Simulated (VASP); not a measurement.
# AlCo2 (P6/mmm) in VASP: notebook

Runs on AlCo2. Level: PBE. Tasks: relaxation of cell and atoms, single point.

All numbers are computed with VASP 6.6.1; they aren't measurements. Logs are shortened: lines on timing, memory, paths and dates and some standing lists are left out, and cuts for length are marked.

## Step 1: The cell of the first run

Symmetry: P6/mmm, No. 191, hexagonal system. The conventional cell has a = 3.673 Å, b = 3.673 Å, c = 3.114 Å, α = 90.00°, β = 90.00°, γ = 120.00°. Al (site symmetry 6/mmm) has 12 Co at 2.63 Å and 2 Al at 3.11 Å within 3.5 Å. Within 2.8 Å of Co (site symmetry -6m2) lie 3 Co at 2.12 Å and 6 Al at 2.63 Å.

## Step 2: Relaxation of cell and atoms, PBE, collinear spin, ferromagnetic start

Input file INCAR:

```
SYSTEM = AlCo2
  PREC = Accurate
  ENCUT = 600
  EDIFF = 1E-6
  ISMEAR = 0
  SIGMA = 0.1
  LREAL = .False.
  LASPH = .True.
  NELM = 150
  ALGO = Normal
  ISIF = 3
  LWAVE = .False.
  LCHARG = .False.
  ISPIN = 2
  MAGMOM = 0 3 3
  LORBIT = 11
  LMAXMIX = 4
  GGA = PE
  IBRION = 2
  NSW = 90
  EDIFFG = -0.04
```

Input file KPOINTS:

```
Automatic mesh
0
Gamma
  6 6 6
  0 0 0
```

Input file POSCAR:

```
AlCo2
1.0
    3.6731128500      0.0000000000      0.0000000000
   -1.8365564200      3.1810090400      0.0000000000
    0.0000000000      0.0000000000      3.1135231600
Al Co
1 2
Direct
    0.0000000000      0.0000000000      0.0000000000
    0.3333333300      0.6666666700      0.5000000000
    0.6666666700      0.3333333300      0.5000000000
```

Potentials or basis: VASP PAW PBE potentials, release 64 (Al, Co).

On the command line:

```sh
> cat potpaw_PBE.64/Al/POTCAR potpaw_PBE.64/Co/POTCAR > POTCAR
> mpirun -np 1 vasp_std > vasp.out
```

OUTCAR:

```text
SYSTEM = AlCo2
   PREC = Accurate
   ENCUT = 600
   EDIFF = 1E-6
   ISMEAR = 0
   LREAL = .False.
   LASPH = .True.
   NELM = 150
   ISIF = 3
   ISPIN = 2
   LORBIT = 11
   GGA = PE
   IBRION = 2
   NSW = 90
   EDIFFG = -0.04

 ion  position               nearest neighbor table
   1  0.000  0.000  0.000-   2 2.63   3 2.63   2 2.63   3 2.63   2 2.63   2 2.63   3 2.63   3 2.63
                             3 2.63   3 2.63   2 2.63   2 2.63
   2  0.333  0.667  0.500-   3 2.12   3 2.12   3 2.12   1 2.63   1 2.63   1 2.63   1 2.63   1 2.63
                             1 2.63
   3  0.667  0.333  0.500-   2 2.12   2 2.12   2 2.12   1 2.63   1 2.63   1 2.63   1 2.63   1 2.63
                             1 2.63

  LATTYP: Found a hexagonal cell.
 ALAT       =     3.6731128500
 C/A-ratio  =     0.8476524646

  Lattice vectors:

 A1 = (   3.6731128500,   0.0000000000,   0.0000000000)
 A2 = (  -1.8365564200,   3.1810090400,   0.0000000000)
 A3 = (   0.0000000000,   0.0000000000,   3.1135231600)

Analysis of symmetry for initial positions (statically):
=====================================================================
 Subroutine PRICEL returns:
 Original cell was already a primitive cell.

 Routine SETGRP: Setting up the symmetry group for a
 hexagonal supercell.

 Subroutine GETGRP returns: Found 24 space group operations
 (whereof 24 operations were pure point group operations)
 out of a pool of 24 trial point group operations.

The static configuration has the point symmetry D_6h.

Analysis of symmetry for dynamics (positions and initial velocities):
=====================================================================
 Subroutine PRICEL returns:
 Original cell was already a primitive cell.

 Routine SETGRP: Setting up the symmetry group for a
 hexagonal supercell.

 Subroutine GETGRP returns: Found 24 space group operations
 (whereof 24 operations were pure point group operations)
 out of a pool of 24 trial point group operations.

The dynamic configuration has the point symmetry D_6h.

Analysis of structural, dynamic, and magnetic symmetry:
=====================================================================
 Subroutine PRICEL returns:
 Original cell was already a primitive cell.

 Routine SETGRP: Setting up the symmetry group for a
 hexagonal supercell.

 Subroutine GETGRP returns: Found 24 space group operations
 (whereof 24 operations were pure point group operations)
 out of a pool of 24 trial point group operations.

[... 130 lines left out ...]
   IVDW    =     0    specifies the selected vdW correction
   LEPSILON=     F    determine dielectric tensor
   LRPA    =     F    only Hartree local field effects (RPA)
 conjugate gradient relaxation of ions
 spin polarized calculation
 Gauss-broadening in eV      SIGMA  =   0.10
  energy-cutoff  :      600.00
  volume of cell :       36.38
 maximum number of plane-waves:      1227
 NGX is ok and might be reduce to    30
   NGX = 15   NGY = 15   NGZ = 13

--------------------------------------- Ionic step        1  -------------------------------------------

 number of electron      20.9999992 magnetization       1.4584790

 Free energy of the ion-electron system (eV)
  ---------------------------------------------------
  ext. energy  EPLUGINS =         0.00000000
  ---------------------------------------------------
  free energy    TOTEN  =       -17.49752973 eV

  energy without entropy =      -17.48042713  energy(sigma->0) =      -17.48897843

------------------------ aborting loop because EDIFF is reached ----------------------------------------

  FORCE on cell =-STRESS in cart. coord.  units (eV):
  Direction    XX          YY          ZZ          XY          YZ          ZX
  --------------------------------------------------------------------------------------
  -------------------------------------------------------------------------------------
  Total        4.3419984      4.3419984     -2.1380208      0.0000000      0.0000000     -0.0000000
  in kB      191.2268928    191.2268929    -94.1610384      0.0000003      0.0000000     -0.0000000
  external PRESSURE =      96.0975825 kB  Pullay stress =       0.0000000 kB
[... 92 lines left out ...]
  FREE ENERGIE OF THE ION-ELECTRON SYSTEM (eV)
  ---------------------------------------------------
  free  energy   TOTEN  =       -17.8219248489 eV

  energy  without entropy=      -17.8026328356  energy(sigma->0) =      -17.81227884

[... ionic steps 4 to 7 ...]

--------------------------------------- Ionic step        8  -------------------------------------------

 number of electron      21.0000014 magnetization       2.2803486

 E-fermi :  10.1958     XC(G=0): -12.4603

 val. band max:       10.1941914485   @ k =   0.5000  -0.0000   0.0000
 cond. band min:      10.2028984019   @ k =   0.5000  -0.0000   0.1667
 fundamental gap:      0.0087069534
 Fermi energy:        10.1958464364

 spin component 1

 k-point     1 :       0.0000    0.0000    0.0000
  band No.  band energies     occupation
      1      -0.2396      1.00000
      2       6.3851      1.00000
      3       6.3851      1.00000
      4       6.4456      1.00000
      5       7.5484      1.00000
      6       7.5519      1.00000
[... 1028 lines left out ...]
--------------------------------------- Ionic step       10  -------------------------------------------

 number of electron      21.0000004 magnetization       2.3950082

 Free energy of the ion-electron system (eV)
  ---------------------------------------------------
  ext. energy  EPLUGINS =         0.00000000
  ---------------------------------------------------
  free energy    TOTEN  =       -18.29459585 eV

  energy without entropy =      -18.27329575  energy(sigma->0) =      -18.28394580

 E-fermi :   9.9370     XC(G=0): -12.3572

 val. band max:        9.9187865072   @ k =   0.3333   0.1667   0.3333
 cond. band min:       9.9435787183   @ k =   0.3333   0.0000   0.3333
 fundamental gap:      0.0247922111
 Fermi energy:         9.9370443371

 spin component 1

 k-point     1 :       0.0000    0.0000    0.0000
  band No.  band energies     occupation
      1      -0.3798      1.00000
      2       6.1701      1.00000
      3       6.1701      1.00000
      4       6.2287      1.00000
      5       7.2813      1.00000
      6       7.3027      1.00000
[... 985 lines left out ...]
  FREE ENERGIE OF THE ION-ELECTRON SYSTEM (eV)
  ---------------------------------------------------
  free  energy   TOTEN  =       -18.2945958530 eV

  energy  without entropy=      -18.2732957545  energy(sigma->0) =      -18.28394580

 reached required accuracy - stopping structural energy minimisation

 total charge

# of ion       s       p       d       tot
------------------------------------------
    1        0.382   0.411   0.000   0.794
    2        0.473   0.489   7.362   8.324
    3        0.473   0.489   7.362   8.324
--------------------------------------------------
tot          1.329   1.389  14.724  17.442

 magnetization (x)

# of ion       s       p       d       tot
------------------------------------------
    1       -0.007  -0.020   0.000  -0.027
    2        0.001  -0.004   1.239   1.236
    3        0.001  -0.004   1.239   1.236
--------------------------------------------------
tot         -0.005  -0.028   2.479   2.446
```

OSZICAR:

```text
N       E                     dE             d eps       ncg     rms          rms(c)
DAV:   1     0.110267388287E+03    0.11027E+03   -0.10019E+04  1912   0.157E+03
DAV:   2    -0.148497304044E+02   -0.12512E+03   -0.11805E+03  1905   0.274E+02
[... 114 lines left out ...]
DAV:   1    -0.182953039928E+02   -0.69421E-03   -0.78359E-03  1956   0.146E+00    0.225E-01
DAV:   2    -0.182954249329E+02   -0.12094E-03   -0.81192E-03  2129   0.161E+00    0.230E-01
DAV:   3    -0.182946121606E+02    0.81277E-03   -0.25719E-03  2138   0.929E-01    0.419E-02
DAV:   4    -0.182946027581E+02    0.94025E-05   -0.34082E-05  1955   0.414E-02    0.221E-02
DAV:   5    -0.182945955763E+02    0.71818E-05   -0.47036E-06  2167   0.239E-02    0.542E-03
DAV:   6    -0.182945958530E+02   -0.27663E-06   -0.30943E-07   981   0.721E-03
  10 F= -.18294596E+02 E0= -.18283946E+02  d E =-.100139E+00  mag=     2.3950
```

It took 2.5 min on 1 thread of AMD EPYC 9R45 (Zen 5), shared host; peak memory 0.18 GiB.

Results:

```
Free energy                                           : -18.2946 eV
Relaxed volume                                        : 11.91 Å³/atom
Relaxed cell                                          : a = 4.015 Å, b = 4.015 Å, c = 2.561 Å, α = 90.00°, β = 90.00°, γ = 120.00°
Space group after relaxing (to 0.05 Å)                : P6/mmm (No. 191)
Energy gained by relaxing                             : 265.7 meV/atom
Ionic steps                                           : 10
Pressure after relaxing                               : -0.1 GPa
Net moment                                            : 2.40 μB per cell
Site moments                                          : Al -0.03; Co +1.24 μB
Valence electrons inside the program's atomic spheres : Al 0.79; Co 8.32
```

Step by step:
```
step  energy change (eV)  largest force (eV/Å)  pressure (GPa)  volume (Å³)
   1              0.0000                0.0000            9.61        36.38
   2             -0.3211                0.0000           -9.41        40.21
   3             -0.3244                0.0000          -11.61        40.81
   4             -0.6082                0.0000          -11.54        39.43
   5             -0.6894                0.0000          -11.05        38.63
   6             -0.4998                0.0000           -3.67        36.84
   7             -0.6969                0.0000          -10.66        38.44
   8             -0.7900                0.0000            3.34        35.02
   9             -0.7971                0.0000            0.14        35.69
  10             -0.7971                0.0000           -0.10        35.74
```

Final structure:
```cif
data_structure
_symmetry_space_group_name_H-M 'P 1'
_symmetry_Int_Tables_number 1
_cell_length_a 4.0146
_cell_length_b 4.0146
_cell_length_c 2.5606
_cell_angle_alpha 90.000
_cell_angle_beta 90.000
_cell_angle_gamma 120.000
_cell_volume 35.74
loop_
_atom_site_label
_atom_site_type_symbol
_atom_site_fract_x
_atom_site_fract_y
_atom_site_fract_z
_atom_site_occupancy
Al1 Al 0.00000 0.00000 0.00000 1
Co1 Co 0.33333 0.66667 0.50000 1
Co2 Co 0.66667 0.33333 0.50000 1
```

## Step 3: Single point, PBE, collinear spin, ferromagnetic start

This run uses another cell than the first one, of 11.93 Å³/atom, 0.984 times its volume.

Input file INCAR:

```
SYSTEM = AlCo2
ALGO     = Fast           ! electronic algorithm
EDIFF    = 1E-6           ! SCF threshold, eV
ENCUT    = 520            ! plane-wave cutoff, eV
GGA      = PE             ! functional
ISIF     = 2              ! what is computed and relaxed
ISMEAR   = 0              ! smearing method
ISPIN    = 2              ! spin polarisation
LASPH    = .TRUE.         ! aspherical terms in the spheres
LCHARG   = .FALSE.        ! write CHGCAR
LMAXMIX  = 4              ! l up to which the mixer works
LORBIT   = 11             ! projections on sites
LREAL    = .FALSE.        ! projectors in reciprocal space
LWAVE    = .FALSE.        ! write WAVECAR
MAGMOM   = 0 1.38 1.38    ! initial moments
NBANDS   = 22             ! bands
NELM     = 150            ! most SCF steps
PREC     = Accurate       ! precision mode
SIGMA    = 0.1            ! smearing width, eV
```

Input file KPOINTS:

```
k-points
0
G
  12 12 18
  0 0 0
```

Input file POSCAR:

```
AlCo2
1.0
    4.0097579519      0.0000000000      0.0000000000
   -2.0048789760      3.4725522494      0.0000000000
    0.0000000000      0.0000000000      2.5711260477
Al Co
1 2
Direct
    0.0000000000      0.0000000000      0.0000000000
    0.3333333333      0.6666666667      0.5000000000
    0.6666666667      0.3333333333      0.5000000000
```

Potentials or basis: VASP PAW PBE potentials, release 64 (Al, Co).

On the command line:

```sh
> cat potpaw_PBE.64/Al/POTCAR potpaw_PBE.64/Co/POTCAR > POTCAR
> mpirun -np 1 vasp_std > vasp.out
```

Wall time 2.2 min (1 thread of AMD EPYC 9R45 (Zen 5), shared host); peak memory 0.29 GiB.

The run converged. Its results:

```
Free energy                                           : -18.3037 eV
Pressure                                              : -0.3 GPa
Net moment                                            : 2.35 μB per cell
Site moments                                          : Al -0.03; Co +1.22 μB
Valence electrons inside the program's atomic spheres : Al 0.79; Co 8.32
```

Stress tensor (GPa, compression positive):
```
-0.42  0.00  0.00
 0.00 -0.42  0.00
 0.00  0.00 -0.18
```

Levels at points of the mesh, in eV from the Fermi level:
Spin up:
| k point | band 9 | band 10 | band 11 | band 12 | band 13 | band 14 |
| --- | --- | --- | --- | --- | --- | --- |
| (0.00, 0.00, 0.00) | -1.83 | -0.98 | -0.98 | 3.18 | 3.18 | 3.55 |
| (0.50, 0.00, 0.00) | -1.54 | -1.17 | -1.15 | -0.82 | -0.58 | 3.61 |
| (0.00, 0.00, 0.50) | -2.19 | -2.19 | -0.05 | 0.33 | 7.02 | 7.02 |
| (0.50, 0.00, 0.50) | -0.90 | -0.41 | 0.45 | 0.49 | 2.03 | 2.37 |
Spin down:
```csv
k point,band 5,band 6,band 7,band 8,band 9,band 10,band 11,band 12,band 13,band 14
"(0.00, 0.00, 0.00)",-1.72,-1.72,-1.64,-0.45,-0.45,0.48,0.48,3.45,3.45,3.64
"(0.50, 0.00, 0.00)",-2.13,-1.86,-1.49,-0.64,-0.41,0.01,0.27,0.63,0.66,4.22
"(0.00, 0.00, 0.50)",-1.63,-1.63,-1.10,-1.10,-1.04,-1.04,1.13,1.26,7.19,7.19
"(0.50, 0.00, 0.50)",-2.60,-1.91,-1.79,-0.24,0.33,0.83,1.29,1.48,2.78,3.05
```
